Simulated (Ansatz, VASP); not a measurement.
**One calculation of Pd, two programs**

Contents of POSCAR:

```
Pd
1.0
    2.6337744460      0.0000000000      0.0000000000
   -1.3168872230      2.2809155781      0.0000000000
    0.0000000000      0.0000000000      4.4066774550
Pd
2
Direct
    0.3333333333      0.6666666667      0.2500000000
    0.6666666667      0.3333333333      0.7500000000
```

The input INCAR.step1:

```
SYSTEM = Pd
  PREC = Accurate
  ENCUT = 520
  ISMEAR = -1
  SIGMA = 0.05
  LREAL = .FALSE.
  LASPH = .TRUE.
  NELM = 150
  ISPIN = 2
  MAGMOM = 0.44 0.44
  LMAXMIX = 4
  NBANDS = 21
  GGA = PE
  ALGO = Normal
  EDIFF = 1E-4
  LWAVE = .TRUE.
  LCHARG = .FALSE.
```

File INCAR.step2:

```
SYSTEM = Pd
  PREC = Accurate
  ENCUT = 520
  EDIFF = 1E-7
  ISMEAR = -1
  SIGMA = 0.05
  LREAL = .FALSE.
  LASPH = .TRUE.
  NELM = 150
  ALGO = Normal
  ISIF = 2
  LWAVE = .FALSE.
  LCHARG = .TRUE.
  ISPIN = 2
  MAGMOM = 0.44 0.44
  LORBIT = 11
  LMAXMIX = 4
  METAGGA = R2SCAN
  LMIXTAU = .TRUE.
  LELF = .TRUE.
  LVHAR = .TRUE.
  NBANDS = 21
  ISTART = 1
```

File KPOINTS:

```
regular mesh
0
G
  15 15 8
  0 0 0
```

Input for Ansatz:

```yaml
crystal:
  lattice:
    - [2.633774446, 0.0, 0.0]
    - [-1.316887223, 2.2809155781, 0.0]
    - [0.0, 0.0, 4.406677455]
  atoms:
    - { symbol: Pd, position: [0.3333333333, 0.6666666667, 0.25], spin: 0.44 }
    - { symbol: Pd, position: [0.6666666667, 0.3333333333, 0.75], spin: 0.44 }
hamiltonian:
  xc: r2scan
  pseudopotentials:
    kind: paw
    azcp:
      Pd: "pseudopotentials/Pd.paw.azcp"
basis:
  ecutwfc: 500
  fft_grid_basis: typed
kpoints:
  mp_grid: { grid: [15, 15, 8], shift: [0, 0, 0] }
magnetization:
  spin_polarized: true
scf:
  occupations: { method: fermi_dirac, width: 0.05 }
  lower_state_search: "off"
output:
  stress: true
```

Alike in both runs: task single point; functional r2SCAN; k mesh 15 × 15 × 8; occupations fermi-dirac, width 0.05 eV; collinear spin.

```csv
,VASP,Ansatz
version,VASP 6.6.1,Ansatz 0.2.0
potentials or method,"VASP PAW PBE potentials, release 64 (Pd), cutoff 520 eV","plane waves (500 eV) with PAW, scalar-relativistic"
valence electrons in the cell,20,36
```

```tsv
	VASP	Ansatz	Ansatz less VASP
net moment per atom (μB)	0.39	0.39	-0.003
size of the moment on the site where the two differ most (μB)	0.39	0.40	+0.012
```

VASP's potentials were made for PBE, not for r2SCAN. Site moments also hang on the region over which each program counts them. VASP's potentials hold 20 valence electrons a cell and Ansatz's 36, so a difference there can come from the potentials and not from the codes. Ansatz's warnings: stability check not made.
